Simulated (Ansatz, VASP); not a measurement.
**One calculation of HfGe3W2, two programs**

The input INCAR:

```
SYSTEM = HfGe3W2
ALGO = Normal
EDIFF = 1E-6
ENCUT = 520
GGA = PE
ISIF = 2
ISMEAR = 0
LASPH = .TRUE.
LCHARG = .FALSE.
LREAL = .FALSE.
LWAVE = .FALSE.
NBANDS = 49
NELM = 80
PREC = Accurate
SIGMA = 0.1
```

KPOINTS

```
k-points
0
G
  4 4 4
  0 0 0
```

POSCAR

```
HfGe3W2
1.0
    2.8769602000     -4.6845300200      0.0000000000
    2.8769602000      4.6845300200      0.0000000000
    0.0000000000      0.0000000000      4.3186035400
Hf Ge W
1 3 2
Direct
    0.5000000000      0.5000000000      0.0000000000
    0.1558577600      0.8441422400      0.0000000000
    0.8441422400      0.1558577600      0.0000000000
    0.0000000000      0.0000000000      0.5000000000
    0.0000000000      0.5000000000      0.5000000000
    0.5000000000      0.0000000000      0.5000000000
```

Input for Ansatz:

```yaml
crystal:
  lattice:
    - [2.8769602, -4.68453002, 0.0]
    - [2.8769602, 4.68453002, 0.0]
    - [0.0, 0.0, 4.31860354]
  atoms:
    - { symbol: Hf, position: [0.5, 0.5, 0.0] }
    - { symbol: Ge, position: [0.15585776, 0.84414224, 0.0] }
    - { symbol: Ge, position: [0.84414224, 0.15585776, 0.0] }
    - { symbol: Ge, position: [0.0, 0.0, 0.5] }
    - { symbol: W, position: [0.0, 0.5, 0.5] }
    - { symbol: W, position: [0.5, 0.0, 0.5] }
basis:
  ecutwfc: 420
kpoints:
  mp_grid: { grid: [4, 4, 4] }
hamiltonian:
  xc: pbe
scf:
  occupations: { method: gaussian, width: 0.1 }
  lower_state_search: "off"
output:
  forces: true
  stress: true
  eigenvalues: true
```

Change from the starting cell: species swapped into the LaNi3Rh2 type (Cmmm, No. 65).

Alike in both runs: task single point; functional PBE; k mesh 4 × 4 × 4; occupations gaussian, width 0.1 eV; no spin polarisation.

|  | VASP | Ansatz |
| --- | --- | --- |
| version | VASP 6.6.1 | Ansatz 0.2.0 |
| potentials or method | VASP PAW PBE potentials, release 64 (Hf_pv, Ge_d, W_sv), cutoff 520 eV | scalar-relativistic, plane waves, PAW |
| valence electrons in the cell | 80 | 96 |

Ansatz gave:

* gap on the k mesh at the Fermi level (eV): none
* pressure (GPa): -12.7
* traceless stress, the component that is largest in VASP (GPa): -12.64
* rms of the force components (eV/Å): 0.438

Question: Estimate VASP's values.

Answer: gap on the k mesh at the Fermi level (eV): none; pressure (GPa): -12.7; traceless stress, the component that is largest in VASP (GPa): -12.67; rms of the force components (eV/Å): 0.438.

Atom by atom the forces differ by 0.000 eV/Å (rms over components). A gap of «none» marks a metal or a gap that the smearing closes. With one functional, cell and mesh, what is left measures potentials, basis and numerics. VASP's potentials hold 80 valence electrons a cell and Ansatz's 96, so a difference there can come from the potentials and not from the codes.

The k mesh is coarse, so the values compare programs but aren't converged. Spin-orbit coupling is off throughout.
